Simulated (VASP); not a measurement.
Here is a VASP 6.6.1 calculation.

The input INCAR:

```
SYSTEM = CaO
ALGO     = Normal         ! electronic algorithm
EDIFF    = 1E-6           ! SCF threshold, eV
ENCUT    = 520            ! plane-wave cutoff, eV
GGA      = PE             ! functional
ISIF     = 2              ! what is computed and relaxed
ISMEAR   = 0              ! smearing method
LASPH    = .True.         ! aspherical terms in the spheres
LCHARG   = .False.        ! write CHGCAR
LREAL    = .False.        ! projectors in reciprocal space
LWAVE    = .False.        ! write WAVECAR
NBANDS   = 15             ! bands
NELM     = 80             ! most SCF steps
PREC     = Accurate       ! precision mode
SIGMA    = 0.05           ! smearing width, eV
```

The input KPOINTS:

```
k-points
0
Gamma
  8 8 8
  0 0 0
```

File POSCAR:

```
CaO
1.0
    0.0000000000      2.4490000000      2.4490000000
    2.4490000000      0.0000000000      2.4490000000
    2.4490000000      2.4490000000      0.0000000000
Ca O
1 1
Direct
    0.0000000000      0.0000000000      0.0000000000
    0.5000000000      0.5000000000      0.5000000000
```

Potentials or basis: VASP PAW PBE potentials, release 64 (Ca_sv, O).

Command:

```sh
$ cat potpaw_PBE.64/Ca_sv/POTCAR potpaw_PBE.64/O/POTCAR > POTCAR
$ mpirun -np 1 vasp_std > vasp.out
```

What does it give for the pressure?

-3.6 GPa.

Predict the band gap on the k mesh.

3.64 eV, indirect (least direct gap 4.03 eV).

A k mesh can miss the band edges.
